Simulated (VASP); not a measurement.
# Te (P3_121) in VASP: notebook

Te is run at these levels: PBE-based screened hybrid; tasks: single point.

Program: VASP 6.6.1. These are calculated values, not measurements. Logs are shortened: lines on timing, memory, paths and dates and some standing lists are left out, and cuts for length are marked.

### Step 1. The cell of the first run

The structure is trigonal, space group P3_121 (No. 152). The conventional cell has a = 4.454 Å, b = 4.454 Å, c = 5.924 Å, α = 90.00°, β = 90.00°, γ = 120.00°. Within 3.8 Å of Te (site symmetry 2) lie 6 Te at 2.86 to 3.47 Å.

### Step 2. Single point, PBE-based screened hybrid

POSCAR

```
Te
1.0
    4.4540000000      0.0000000000      0.0000000000
   -2.2270000000      3.8572771485      0.0000000000
    0.0000000000      0.0000000000      5.9240000000
Te
3
Direct
    0.7310000000      0.7310000000      0.0000000000
    0.0000000000      0.2690000000      0.6666666667
    0.2690000000      0.0000000000      0.3333333333
```

INCAR.step1

```
  ALGO = Normal
  EDIFF = 1E-5
  ENCUT = 520
  GGA = PE
  ISIF = 2
  ISMEAR = -1
  LASPH = True
  LCHARG = False
  LREAL = False
  LWAVE = True
  NBANDS = 16
  NELM = 80
  PREC = Accurate
  SIGMA = 0.05
```

INCAR.step2

```
  AEXX = 0.1
  ALGO = Normal
  EDIFF = 1E-7
  ENCUT = 520
  GGA = PE
  HFSCREEN = 0.2078699
  ISIF = 2
  ISMEAR = -1
  ISTART = 1
  LASPH = True
  LCHARG = False
  LHFCALC = True
  LREAL = False
  LWAVE = False
  NBANDS = 16
  NELM = 80
  PREC = Accurate
  PRECFOCK = Normal
  SIGMA = 0.05
```

KPOINTS

```
k-points
0
Gamma
  4 4 3
```

Potentials or basis: VASP PAW PBE potentials, release 64 (Te).

The run is started by

```
cat potpaw_PBE.64/Te/POTCAR > POTCAR
cp INCAR.step1 INCAR
mpirun -np 1 vasp_std > vasp.out
cp INCAR.step2 INCAR
mpirun -np 1 vasp_std > vasp.out
```

OUTCAR:

```text
AEXX = 0.1
   EDIFF = 1E-7
   ENCUT = 520
   GGA = PE
   HFSCREEN = 0.2078699
   ISIF = 2
   ISMEAR = -1
   ISTART = 1
   LASPH = True
   LHFCALC = True
   LREAL = False
   NELM = 80
   PREC = Accurate
   PRECFOCK = Normal

 ion  position               nearest neighbor table
   1  0.731  0.731  0.000-   3 2.86   2 2.86   3 3.47   2 3.47   2 3.47   3 3.47
   2  0.000  0.269  0.667-   1 2.86   3 2.86   1 3.47   1 3.47   3 3.47   3 3.47
   3  0.269  0.000  0.333-   1 2.86   2 2.86   1 3.47   1 3.47   2 3.47   2 3.47

  LATTYP: Found a hexagonal cell.
 ALAT       =     4.4540000000
 C/A-ratio  =     1.3300404131

  Lattice vectors:

 A1 = (   4.4540000000,   0.0000000000,   0.0000000000)
 A2 = (  -2.2270000000,   3.8572771485,   0.0000000000)
 A3 = (   0.0000000000,   0.0000000000,   5.9240000000)

Analysis of symmetry for initial positions (statically):
=====================================================================
 Subroutine PRICEL returns:
 Original cell was already a primitive cell.

 Routine SETGRP: Setting up the symmetry group for a
 hexagonal supercell.

 Subroutine GETGRP returns: Found  6 space group operations
 (whereof  2 operations were pure point group operations)
 out of a pool of 24 trial point group operations.

The static configuration has the point symmetry C_2 .
 The point group associated with its full space group is D_3 .

Analysis of symmetry for dynamics (positions and initial velocities):
=====================================================================
 Subroutine PRICEL returns:
 Original cell was already a primitive cell.

 Routine SETGRP: Setting up the symmetry group for a
 hexagonal supercell.

 Subroutine GETGRP returns: Found  6 space group operations
 (whereof  2 operations were pure point group operations)
 out of a pool of 24 trial point group operations.

The dynamic configuration has the point symmetry C_2 .
 The point group associated with its full space group is D_3 .

 Subroutine INISYM returns: Found  6 space group operations
 (whereof  2 operations are pure point group operations),
 and found     1 'primitive' translations

----------------------------------------------------------------------------------------

                                     Primitive cell

  volume of cell :     101.7762

[... 79 lines left out ...]
   NFREE  =      0    steps in history (QN), initial steepest desc. (CG)
   ISIF   =      2    stress and relaxation
   ISYM   =      3    0-nonsym 1-usesym 2-fastsym
   POTIM  = 0.5000    time-step for ionic-motion
   TEBEG  =    0.0;   TEEND  =   0.0 temperature during run
   PSTRESS=    0.0 pullay stress
   NELECT =      18.0000    total number of electrons
   NUPDOWN=      -1.0000    fix difference up-down
   EMIN   =  10.00;   EMAX   =-10.00  energy-range for DOS
   EFERMI =   0.00;   METHOD = LEGACY
   ISMEAR =    -1;   SIGMA  =   0.05  broadening in eV -4-tet -1-fermi 0-gaus
   EFERMI_NEDOS =   21; number of points for ismear=-14 and -15
   IALGO  =     38    algorithm
   IMIX   =      1    mixing-type and parameters
     AMIX     =   0.40;   BMIX     =  1.00
     AMIX_MAG =   1.60;   BMIX_MAG =  1.00
  volume/ion in A,a.u.               =      33.93       228.94
  Fermi-wavevector in a.u.,A,eV,Ry     =   0.918933  1.736531 11.489263  0.844437
  Thomas-Fermi vector in A             =   2.044070
   LORBIT       =      0    0 simple, 1 ext, 2 COOP (PROOUT), +10 PAW based schemes
   GGA     = PE    functional components
   LHFCALC =     T    Hartree Fock is set to
   PRECFOCK=normal    Normal, Fast or Accurate (Low or Medium for compatibility)
   ENCUT4O =  -1.0   cutoff for four orbital integrals eV
   NKREDX  =     1    reduce k-point grid by
   NKREDY  =     1    reduce k-point grid by
   NKREDZ  =     1    reduce k-point grid by
   AEXX    =    0.1000 exact exchange contribution
   HFSCREEN=    0.2079 screening length (either q_TF or 0.3 A-1)
   HFSCREENC=   0.2079 screening length for correlation (either q_TF or 0.3 A-1)
   ENCUTFOCK=  -1.0 apply spherical cutoff to Coloumb kernel
   IVDW    =     0    specifies the selected vdW correction
   LEPSILON=     F    determine dielectric tensor
   LRPA    =     F    only Hartree local field effects (RPA)
 non-spin polarized calculation
  energy-cutoff  :      520.00
  volume of cell :      101.78
 maximum number of plane-waves:      2758
 NGX is ok and might be reduce to    36
  NGX = 28; NGY = 28; NGZ = 36

 number of electron      17.9999999 magnetization

 Free energy of the ion-electron system (eV)
  ---------------------------------------------------
  ext. energy  EPLUGINS =         0.00000000
  ---------------------------------------------------
  free energy    TOTEN  =       -10.29079337 eV

  energy without entropy =      -10.29077659  energy(sigma->0) =      -10.29078498

 E-fermi :   6.0646     XC(G=0):  -8.4777

 val. band max:        5.5448299949   @ k =   0.2500   0.2500   0.3333
 cond. band min:       6.5114806733   @ k =   0.0000   0.0000   0.3333
 fundamental gap:      0.9666506783
 Fermi energy:         6.0646248648

 k-point     1 :       0.0000    0.0000    0.0000
  band No.  band energies     occupation
      1      -8.3344      2.00000
      2      -4.8833      2.00000
      3      -4.8833      2.00000
      4       2.6402      2.00000
      5       2.9891      2.00000
      6       2.9891      2.00000
[... 148 lines left out ...]
      3      -4.4982      2.00000
      4       0.4373      2.00000
      5       0.9595      2.00000
      6       1.5824      2.00000
[... 8 lines left out ...]
     15      12.7912      0.00000
     16      13.7120      0.00000

------------------------ aborting loop because EDIFF is reached ----------------------------------------

  FORCE on cell =-STRESS in cart. coord.  units (eV):
  Direction    XX          YY          ZZ          XY          YZ          ZX
  --------------------------------------------------------------------------------------
  -------------------------------------------------------------------------------------
  Total        0.5345421      0.5345421      0.2598280      0.0000000      0.0000000      0.0000000
  in kB        8.4148505      8.4148505      4.0902561      0.0000000      0.0000000      0.0000000
  external PRESSURE =       6.9733190 kB  Pullay stress =       0.0000000 kB

 VOLUME and BASIS-vectors are now :
 -----------------------------------------------------------------------------
  energy-cutoff  :      520.00
  volume of cell :      101.78
      direct lattice vectors                 reciprocal lattice vectors
     4.454000000  0.000000000  0.000000000     0.224517288  0.129625117  0.000000000
    -2.227000000  3.857277149  0.000000000     0.000000000  0.259250233  0.000000000
     0.000000000  0.000000000  5.924000000     0.000000000  0.000000000  0.168804862

 POSITION                                       TOTAL-FORCE (eV/Angst)
 -----------------------------------------------------------------------------------
      1.62794      2.81967      0.00000         0.017688      0.030636     -0.000000
     -0.59906      1.03761      3.94933         0.017688     -0.030636     -0.000000
      1.19813      0.00000      1.97467        -0.035375      0.000000      0.000000
 -----------------------------------------------------------------------------------
    total drift:                               -0.000000     -0.000000     -0.000000

  FREE ENERGIE OF THE ION-ELECTRON SYSTEM (eV)
  ---------------------------------------------------
  free  energy   TOTEN  =       -10.2907933703 eV

  energy  without entropy=      -10.2907765934  energy(sigma->0) =      -10.29078498
```

Run time: 15 min. Hardware: 1 thread of Intel Xeon Platinum 8488C (Sapphire Rapids), shared host; peak memory 0.34 GiB.

What came out:

- Free energy: -10.2908 eV
- Pressure: 0.7 GPa
- Largest force: 0.035 eV/Å
- Band gap on the k mesh: 0.97 eV, indirect (least direct gap 1.17 eV)

Forces in eV/Å, atoms in the order of the input:
```
Te   0.018  0.031  0.000
Te   0.018 -0.031  0.000
Te  -0.035  0.000  0.000
```

Stress tensor (GPa, compression positive):
```
0.84 0.00 0.00
0.00 0.84 0.00
0.00 0.00 0.41
```

Caveat: the PAW data sets were made with another functional, which shifts forces and pressure a little; spin-orbit coupling is left out, which moves the levels of the heavy elements. A k mesh can miss the band edges.

### Step 3. Single point, PBE-based screened hybrid

POSCAR is that of step 2.

INCAR.step1

```
SYSTEM = Te
PREC = Accurate ; ENCUT = 520
EDIFF = 1E-5 ; ISMEAR = -1
SIGMA = 0.05 ; LREAL = .FALSE.
LASPH = .TRUE. ; NELM = 100
ALGO = Normal ; ISIF = 2
LWAVE = .TRUE. ; LCHARG = .FALSE.
NBANDS = 16 ; GGA = PE
```

INCAR.step2

```
SYSTEM = Te
PREC = Accurate ; ENCUT = 520
EDIFF = 1E-7 ; ISMEAR = -1
SIGMA = 0.05 ; LREAL = .FALSE.
LASPH = .TRUE. ; NELM = 100
ALGO = Normal ; ISIF = 2
LWAVE = .FALSE. ; LCHARG = .FALSE.
GGA = PE ; LHFCALC = .TRUE.
AEXX = 0.15 ; HFSCREEN = 0.2078699
PRECFOCK = Normal ; NBANDS = 16
ISTART = 1
```

KPOINTS

```
Automatic mesh
0
G
  4 4 3
  0 0 0
```

Potentials or basis: VASP PAW PBE potentials, release 64 (Te).

The run is started by

```
cat potpaw_PBE.64/Te/POTCAR > POTCAR
cp INCAR.step1 INCAR
mpirun -np 1 vasp_std > vasp.out
cp INCAR.step2 INCAR
mpirun -np 1 vasp_std > vasp.out
```

It took 14 min on 1 thread of Intel Xeon Platinum 8488C (Sapphire Rapids), shared host; peak memory 0.34 GiB.

It converged, with:

```
Free energy            : -10.7790 eV
Pressure               : 0.3 GPa
Largest force          : 0.130 eV/Å
Band gap on the k mesh : 1.06 eV, indirect (least direct gap 1.27 eV)
```

Forces in eV/Å, atoms in the order of the input:
```
Te   0.065  0.113  0.000
Te   0.065 -0.113  0.000
Te  -0.130  0.000  0.000
```

Stress tensor (GPa, compression positive):
```
 0.48  0.00  0.00
 0.00  0.48  0.00
 0.00  0.00 -0.20
```

Levels at points of the mesh, in eV from the valence-band top:
| k point | band 6 | band 7 | band 8 | band 9 | band 10 | band 11 | band 12 | band 13 |
| --- | --- | --- | --- | --- | --- | --- | --- | --- |
| (0.00, 0.00, 0.00) | -2.59 | -1.52 | -1.52 | -0.65 | 1.57 | 1.57 | 2.23 | 5.62 |
| (0.50, 0.00, 0.00) | -3.55 | -3.47 | -0.80 | -0.60 | 1.39 | 1.46 | 3.53 | 4.45 |

Caveat: the PAW data sets were made with another functional, which shifts forces and pressure a little; spin-orbit coupling is left out, which moves the levels of the heavy elements. A k mesh can miss the band edges.

### Step 4. Single point, PBE-based screened hybrid

POSCAR is that of step 3.

INCAR.step1

```
SYSTEM = Te
ALGO = Normal ; EDIFF = 1E-5
ENCUT = 520 ; GGA = PE
ISIF = 2 ; ISMEAR = -1
LASPH = .TRUE. ; LREAL = .FALSE.
LWAVE = .TRUE. ; NBANDS = 16
NELM = 100 ; PREC = Accurate
SIGMA = 0.05
```

INCAR.step2

```
SYSTEM = Te
AEXX = 0.25 ; ALGO = Normal
EDIFF = 1E-6 ; ENCUT = 520
GGA = PE ; HFSCREEN = 0.2078699
ISIF = 2 ; ISMEAR = -1
ISTART = 1 ; LASPH = .TRUE.
LCHARG = .TRUE. ; LELF = .TRUE.
LHFCALC = .TRUE. ; LREAL = .FALSE.
LVHAR = .TRUE. ; LWAVE = .FALSE.
NBANDS = 16 ; NELM = 100
PREC = Accurate ; PRECFOCK = Normal
SIGMA = 0.05
```

KPOINTS

```
k-points
0
G
  4 4 3
  0 0 0
```

The run is started by

```
cat potpaw_PBE.64/Te/POTCAR > POTCAR
cp INCAR.step1 INCAR
mpirun -np 1 vasp_std > vasp.out
cp INCAR.step2 INCAR
mpirun -np 1 vasp_std > vasp.out
```

It took 8.1 min on 1 thread of Intel Xeon Platinum 8488C (Sapphire Rapids), shared host; peak memory 0.35 GiB.

The run converged. Its results:

| Property | Result |
| --- | --- |
| Free energy | -11.8338 eV |
| Pressure | -0.7 GPa |
| Largest force | 0.325 eV/Å |
| Band gap on the k mesh | 1.26 eV, indirect (least direct gap 1.47 eV) |

Forces on the atoms (eV/Å):
```
Te   0.162  0.281  0.000
Te   0.162 -0.281  0.000
Te  -0.325  0.000  0.000
```

Stress tensor (GPa, compression positive):
```
-0.25  0.00  0.00
 0.00 -0.25  0.00
 0.00  0.00 -1.46
```

Levels at points of the mesh, in eV from the valence-band top:
```tsv
k point	band 5	band 6	band 7	band 8	band 9	band 10	band 11	band 12	band 13	band 14
(0.00, 0.00, 0.00)	-2.65	-2.65	-1.59	-1.59	-0.70	1.80	1.80	2.49	5.90	5.90
(0.50, 0.00, 0.00)	-4.53	-3.69	-3.60	-0.82	-0.63	1.59	1.68	3.77	4.77	8.48
```

Caveat: the PAW data sets were made with another functional, which shifts forces and pressure a little; spin-orbit coupling is left out, which moves the levels of the heavy elements. A k mesh can miss the band edges.

### Step 5. Single point, PBE-based screened hybrid

POSCAR is that of step 4.

INCAR.step1

```
PREC = Accurate
ENCUT = 520
EDIFF = 1E-5
ISMEAR = -1
SIGMA = 0.05
LREAL = False
LASPH = True
NELM = 100
ALGO = Normal
ISIF = 2
LWAVE = True
LCHARG = False
NBANDS = 16
GGA = PE
```

INCAR.step2

```
PREC = Accurate
ENCUT = 520
EDIFF = 1E-6
ISMEAR = -1
SIGMA = 0.05
LREAL = False
LASPH = True
NELM = 100
ALGO = Normal
ISIF = 2
LWAVE = False
LCHARG = False
GGA = PE
LHFCALC = True
AEXX = 0.25
HFSCREEN = 0.1
PRECFOCK = Normal
NBANDS = 16
ISTART = 1
```

KPOINTS

```
Automatic mesh
0
Gamma
  4 4 3
```

Potentials or basis: VASP PAW PBE potentials, release 64 (Te).

The run is started by

```
cat potpaw_PBE.64/Te/POTCAR > POTCAR
cp INCAR.step1 INCAR
mpirun -np 1 vasp_std > vasp.out
cp INCAR.step2 INCAR
mpirun -np 1 vasp_std > vasp.out
```

OUTCAR:

```text
PREC = Accurate
   ENCUT = 520
   EDIFF = 1E-6
   ISMEAR = -1
   LREAL = False
   LASPH = True
   NELM = 100
   ISIF = 2
   GGA = PE
   LHFCALC = True
   AEXX = 0.25
   HFSCREEN = 0.1
   PRECFOCK = Normal
   ISTART = 1

 ion  position               nearest neighbor table
   1  0.731  0.731  0.000-   3 2.86   2 2.86   3 3.47   2 3.47   2 3.47   3 3.47
   2  0.000  0.269  0.667-   1 2.86   3 2.86   1 3.47   1 3.47   3 3.47   3 3.47
   3  0.269  0.000  0.333-   1 2.86   2 2.86   1 3.47   1 3.47   2 3.47   2 3.47

  LATTYP: Found a hexagonal cell.
 ALAT       =     4.4540000000
 C/A-ratio  =     1.3300404131

  Lattice vectors:

 A1 = (   4.4540000000,   0.0000000000,   0.0000000000)
 A2 = (  -2.2270000000,   3.8572771485,   0.0000000000)
 A3 = (   0.0000000000,   0.0000000000,   5.9240000000)

Analysis of symmetry for initial positions (statically):
=====================================================================
 Subroutine PRICEL returns:
 Original cell was already a primitive cell.
[... 162 lines left out ...]
  free energy    TOTEN  =       -12.56081843 eV

  energy without entropy =      -12.56081834  energy(sigma->0) =      -12.56081838

 E-fermi :   5.9587     XC(G=0):  -7.4063

 val. band max:        5.1588872639   @ k =   0.2500   0.2500   0.3333
 cond. band min:       6.6852573717   @ k =   0.0000   0.0000   0.3333
 fundamental gap:      1.5263701077
 Fermi energy:         5.9587388517

 k-point     1 :       0.0000    0.0000    0.0000
  band No.  band energies     occupation
      1      -9.5744      2.00000
      2      -5.8981      2.00000
      3      -5.8981      2.00000
      4       2.0614      2.00000
      5       2.4780      2.00000
      6       2.4780      2.00000
[... 148 lines left out ...]
      3      -5.4848      2.00000
      4      -0.3438      2.00000
      5       0.2352      2.00000
      6       0.8917      2.00000
[... 8 lines left out ...]
     15      13.1991      0.00000
     16      14.1433      0.00000

------------------------ aborting loop because EDIFF is reached ----------------------------------------

  FORCE on cell =-STRESS in cart. coord.  units (eV):
  Direction    XX          YY          ZZ          XY          YZ          ZX
  --------------------------------------------------------------------------------------
  -------------------------------------------------------------------------------------
  Total       -0.2888711     -0.2888711     -1.1507158      0.0000000     -0.0000000      0.0000000
  in kB       -4.5474573     -4.5474573    -18.1147584      0.0000000     -0.0000000      0.0000000
  external PRESSURE =      -9.0698910 kB  Pullay stress =       0.0000000 kB

 VOLUME and BASIS-vectors are now :
 -----------------------------------------------------------------------------
  energy-cutoff  :      520.00
  volume of cell :      101.78
      direct lattice vectors                 reciprocal lattice vectors
     4.454000000  0.000000000  0.000000000     0.224517288  0.129625117  0.000000000
    -2.227000000  3.857277149  0.000000000     0.000000000  0.259250233  0.000000000
     0.000000000  0.000000000  5.924000000     0.000000000  0.000000000  0.168804862

 POSITION                                       TOTAL-FORCE (eV/Angst)
 -----------------------------------------------------------------------------------
      1.62794      2.81967      0.00000         0.197370      0.341854     -0.000000
     -0.59906      1.03761      3.94933         0.197370     -0.341854      0.000000
      1.19813      0.00000      1.97467        -0.394739      0.000000      0.000000
 -----------------------------------------------------------------------------------
    total drift:                               -0.000000      0.000000      0.000000

  FREE ENERGIE OF THE ION-ELECTRON SYSTEM (eV)
  ---------------------------------------------------
  free  energy   TOTEN  =       -12.5608184297 eV

  energy  without entropy=      -12.5608183360  energy(sigma->0) =      -12.56081838
```

OUTCAR.step1:

```text
PREC = Accurate
   ENCUT = 520
   EDIFF = 1E-5
   ISMEAR = -1
   LREAL = False
   LASPH = True
[... 380 lines left out ...]
      1.62794      2.81967      0.00000        -0.074370     -0.128813      0.000000
     -0.59906      1.03761      3.94933        -0.074370      0.128813     -0.000000
      1.19813      0.00000      1.97467         0.148740     -0.000000      0.000000
 -----------------------------------------------------------------------------------
    total drift:                               -0.000000     -0.000000      0.000000

  FREE ENERGIE OF THE ION-ELECTRON SYSTEM (eV)
  ---------------------------------------------------
  free  energy   TOTEN  =        -9.3848236504 eV

  energy  without entropy=       -9.3847432741  energy(sigma->0) =       -9.38478346
```

Run time: 16 min. Hardware: 1 thread of Intel Xeon Platinum 8375C at 2.90GHz (Ice Lake), shared host; peak memory 0.35 GiB.

Results:

```yaml
Free_energy: -12.5608 eV
Pressure: -0.9 GPa
Largest_force: 0.395 eV/Å
Band_gap_on_the_k_mesh: 1.53 eV, indirect (least direct gap 1.73 eV)
```

Forces in eV/Å, atoms in the order of the input:
```
Te   0.197  0.342  0.000
Te   0.197 -0.342  0.000
Te  -0.395  0.000  0.000
```

Levels at points of the mesh, in eV from the valence-band top:
```
           k point  band 5  band 6  band 7  band 8  band 9  band 10  band 11  band 12  band 13  band 14
(0.00, 0.00, 0.00)   -2.68   -2.68   -1.63   -1.63   -0.73     2.07     2.07     2.78     6.19     6.19
(0.50, 0.00, 0.00)   -4.61   -3.76   -3.68   -0.84   -0.65     1.85     1.95     4.05     5.09     8.78
```

Caveat: the PAW data sets were made with another functional, which shifts forces and pressure a little; spin-orbit coupling is left out, which moves the levels of the heavy elements.

(Continued in part 2 of 2.)
